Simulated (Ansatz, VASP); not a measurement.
Two plane-wave programs on C

File INCAR:

```
PREC     = Accurate       # precision mode
ENCUT    = 910            # plane-wave cutoff, eV
EDIFF    = 1E-7           # SCF threshold, eV
ISMEAR   = -1             # smearing method
SIGMA    = 0.15           # smearing width, eV
LREAL    = False          # projectors in reciprocal space
LASPH    = True           # aspherical terms in the spheres
NELM     = 120            # most SCF steps
ALGO     = Normal         # electronic algorithm
ISIF     = 3              # what is computed and relaxed
LWAVE    = False          # write WAVECAR
LCHARG   = False          # write CHGCAR
GGA      = CA             # functional
IBRION   = 2              # ionic algorithm
NSW      = 80             # ionic steps
EDIFFG   = -0.001         # ionic threshold
GGA_COMPAT= False        
NELMIN   = 4
```

Contents of KPOINTS:

```
Automatic mesh
0
Gamma
  21 21 6
```

POSCAR

```
C
1.0
    2.4449094565      0.0000000000      0.0000000000
   -1.2224547283      2.1173536993      0.0000000000
    0.0000000000      0.0000000000      6.6497357286
C
4
Direct
    0.0000000000      0.0000000000      0.2500000000
    0.0000000000      0.0000000000      0.7500000000
    0.3333333333      0.6666666667      0.2500000000
    0.6666666667      0.3333333333      0.7500000000
```

Input for Ansatz:

```yaml
crystal:
  lattice:
    - [2.4449094565, 0.0, 0.0]
    - [-1.2224547283, 2.1173536993, 0.0]
    - [0.0, 0.0, 6.6497357286]
  atoms:
    - { symbol: C, position: [0.0, 0.0, 0.25] }
    - { symbol: C, position: [0.0, 0.0, 0.75] }
    - { symbol: C, position: [0.3333333333, 0.6666666667, 0.25] }
    - { symbol: C, position: [0.6666666667, 0.3333333333, 0.75] }
basis:
  ecutwfc: 420
kpoints:
  mp_grid: { grid: [21, 21, 6] }
hamiltonian:
  xc: lda
scf:
  occupations: { method: fermi_dirac, width: 0.15 }
output:
  forces: true
  stress: true
  eigenvalues: true
relax:
  adjacent_minimum: "off"
  f_tol: 0.001
  max_steps: 60
  cell: { stress_tol: 0.01 }
```

Alike in both runs: task relaxation of cell and atoms; functional LDA; k mesh 21 × 21 × 6; occupations fermi-dirac, width 0.15 eV; no spin polarisation.

```csv
,VASP,Ansatz
version,VASP 6.6.1,Ansatz 0.2.0
potentials or method,"VASP PAW LDA potentials, release 64 (C_h), cutoff 910 eV","scalar-relativistic, plane waves, PAW"
valence electrons in the cell,16,16
```

VASP gave:

```
gap on the k mesh at the Fermi level, each at its own relaxed structure (eV) : none
relaxed volume (Å³/atom)                                                     : 8.53
relaxed cell length with the largest relative difference (Å)                 : 6.586
```

Problem. Estimate Ansatz's values.

Solution. gap on the k mesh at the Fermi level, each at its own relaxed structure (eV): none; relaxed volume (Å³/atom): 8.60; relaxed cell length with the largest relative difference (Å): 6.647.

LDA's correlation is that of Perdew and Zunger in VASP and of Perdew and Wang (1992) in Ansatz. A gap of «none» marks a metal or a gap that the smearing closes.

Noted on VASP's run: the cutoff is short for stress, so the pressure is rough.
